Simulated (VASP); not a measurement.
Ag, 2 atoms in the cell. Symmetry: Cmcm, No. 63, orthorhombic system. The conventional cell has a = 4.622 Å, b = 3.269 Å, c = 4.622 Å, α = 90.00°, β = 90.00°, γ = 90.00°. Ag (site symmetry m2m) has 14 Ag at 2.70 to 3.28 Å within 3.6 Å.  This cell differs from its parent crystal: atoms displaced along a vibrational mode.

| Property | Result |
| --- | --- |
| Program | VASP 6.6.1 |
| Task | single point |
| Functional | r2SCAN |
| Potentials or basis | VASP PAW PBE potentials, release 64 (Ag) |
| Cutoff | 520 eV |
| k mesh | 22 × 22 × 14 |
| Occupations | gaussian, width 0.15 eV |
| Spin | no spin polarisation |
| Dipole correction | no |
| Further INCAR settings | ALGO = Normal; EDIFF = 1e-06; NBANDS = 18 |

Potentials or basis: VASP PAW PBE potentials, release 64 (Ag).

The run is started by

```console
$ cat potpaw_PBE.64/Ag/POTCAR > POTCAR
$ cp INCAR.step1 INCAR
$ mpirun -np 1 vasp_std > vasp.out
$ cp INCAR.step2 INCAR
$ mpirun -np 1 vasp_std > vasp.out
```

Hardware: 1 thread of Oxide Virtual Turin-like Processor (shared host).

**Question.** Estimate the wall time of this run.

**Answer.** Run time: 33 min on 1 thread of Oxide Virtual Turin-like Processor, with other jobs on the host, peak memory 0.57 GiB. Counts: k points 1064.
